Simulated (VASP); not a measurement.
Wanted: the native input for a VASP 6.6.1 run.

```yaml
Task: single point
Functional: PBE
Potentials_or_basis: VASP PAW PBE potentials, release 64 (Sn_d, Ge_d, P)
Cutoff: 520 eV
k_mesh: 10 × 10 × 10
Occupations: gaussian, width 0.1 eV
Spin: no spin polarisation
Dipole_correction: no
Further_INCAR_settings: ALGO = Normal; EDIFF = 1e-06; NBANDS = 34
```

The structure of SnGe2P2 lies in POSCAR:

```
SnGe2P2
1.0
   -2.8420133664      2.8420133664      4.6211384579
    2.8420133664     -2.8420133664      4.6211384579
    2.8420133664      2.8420133664     -4.6211384579
Sn Ge P
1 2 2
Direct
    0.0000000000      0.0000000000      0.0000000000
    0.5000000000      0.0000000000      0.5000000000
    0.0000000000      0.5000000000      0.5000000000
    0.7500000000      0.2500000000      0.5000000000
    0.2500000000      0.7500000000      0.5000000000
```

The cell was built from a structure type or drawn by symmetry, and may not be a known phase.

One way to write it, as run:

INCAR

```
SYSTEM = SnGe2P2
ALGO     = Normal         ! electronic algorithm
EDIFF    = 1E-6           ! SCF threshold, eV
ENCUT    = 520            ! plane-wave cutoff, eV
GGA      = PE             ! functional
ISIF     = 2              ! what is computed and relaxed
ISMEAR   = 0              ! smearing method
LASPH    = .True.         ! aspherical terms in the spheres
LCHARG   = .False.        ! write CHGCAR
LREAL    = .False.        ! projectors in reciprocal space
LWAVE    = .False.        ! write WAVECAR
NBANDS   = 34             ! bands
NELM     = 100            ! most SCF steps
PREC     = Accurate       ! precision mode
SIGMA    = 0.1            ! smearing width, eV
```

KPOINTS

```
k-points
0
Gamma
  10 10 10
  0 0 0
```

Potentials or basis: VASP PAW PBE potentials, release 64 (Sn_d, Ge_d, P).

Run with:

```console
$ cat potpaw_PBE.64/Sn_d/POTCAR potpaw_PBE.64/Ge_d/POTCAR potpaw_PBE.64/P/POTCAR > POTCAR
$ mpirun -np 1 vasp_std > vasp.out
```

It gave:

The pressure is 0.0 GPa. The band gap on the k mesh is zero (bands 26 and 27 overlap by 1.88 eV).

Caveat: spin-orbit coupling is left out, which moves the levels of the heavy elements.

Run time: 4.6 min on 1 thread of Intel(R) Xeon(R) 6975P-C (Granite Rapids) (shared host), peak memory 0.65 GiB.
